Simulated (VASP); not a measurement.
Set up this calculation in VASP 6.6.1, as the native input.

| Quantity | Value |
| --- | --- |
| Task | single point |
| Functional | PBE |
| Potentials or basis | VASP PAW PBE potentials, release 64 (Te) |
| Cutoff | 520 eV |
| k mesh | 5 × 5 × 4 |
| Occupations | fermi-dirac, width 0.05 eV |
| Spin | non-collinear spin, zero start, spin-orbit coupling |
| Starting moments | [[0.0, 0.0, 0.0], [0.0, 0.0, 0.0], [0.0, 0.0, 0.0]] μB |
| Dipole correction | no |
| Further INCAR settings | ALGO = Normal; EDIFF = 1e-07; NBANDS = 31 |

The structure of Te lies in POSCAR:

```
Te
1.0
    4.4540000000      0.0000000000      0.0000000000
   -2.2270000000      3.8572771485      0.0000000000
    0.0000000000      0.0000000000      5.9240000000
Te
3
Direct
    0.7310000000      0.7310000000      0.0000000000
    0.0000000000      0.2690000000      0.6666666667
    0.2690000000      0.0000000000      0.3333333333
```

One way to write it, as run:

INCAR

```
SYSTEM = Te
PREC = Accurate
ENCUT = 520
EDIFF = 1E-7
ISMEAR = -1
SIGMA = 0.05
LREAL = .False.
LASPH = .True.
NELM = 150
ALGO = Normal
ISIF = 2
LWAVE = .False.
LCHARG = .False.
LNONCOLLINEAR = .True.
MAGMOM = 0 0 0 0 0 0 0 0 0
LORBIT = 11
LSORBIT = .True.
GGA_COMPAT = .False.
LORBMOM = .True.
GGA = PE
NBANDS = 31
```

KPOINTS

```
regular mesh
0
Gamma
  5 5 4
  0 0 0
```

Potentials or basis: VASP PAW PBE potentials, release 64 (Te).

The run is started by

```console
$ cat potpaw_PBE.64/Te/POTCAR > POTCAR
$ mpirun -np 1 vasp_ncl > vasp.out
```

Results of the run:

```
Pressure                                              : 1.8 GPa
Largest force                                         : 0.179 eV/Å
Net moment                                            : 0.00 μB per cell
Valence electrons inside the program's atomic spheres : Te 3.29
```

Run time: 2.9 min on 1 thread of Intel Xeon 6975P-C (shared host), peak memory 0.51 GiB.
